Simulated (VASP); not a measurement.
Runs of VASP 6.6.1 on Hf. The structure is that of space group Im-3m (No. 229), or close to it. The cells are those of the table. 

| level | potentials or basis | cell | gap on the mesh (eV) | pressure (GPa) |
| --- | --- | --- | --- | --- |
| PBEsol | VASP PAW PBE potentials, release 64 (Hf_pv) | a = 3.082 Å, angles 109.5°, 1 atom | none | -6.0 |
| PBEsol | VASP PAW PBE potentials, release 64 (Hf_pv) | a = 3.059 Å, angles 109.5°, 1 atom | none | (a) |
| LDA | VASP PAW LDA potentials, release 64 (Hf_pv) | a = 3.157 Å, angles 109.5°, 1 atom | none | -14.7 |
| PBEsol | VASP PAW PBE potentials, release 64 (Hf_pv) | a = 3.155 Å, angles 109.5°, 1 atom | none | -11.4 |

Alike in all rows: task single point; no spin polarisation; k mesh 16 × 16 × 16; cutoff (eV) 520; smearing gaussian 0.1 eV.

Q: Estimate the missing entries.

A: (a) -3.9.

Caveats: spin-orbit coupling is left out, which moves the levels of the heavy elements; the PAW data sets were made with another functional, which shifts forces and pressure a little (some runs).

A k mesh can miss the band edges, and the runs leave out spin-orbit coupling on Hf.

A gap of «none» marks levels without a gap at the run's occupations.
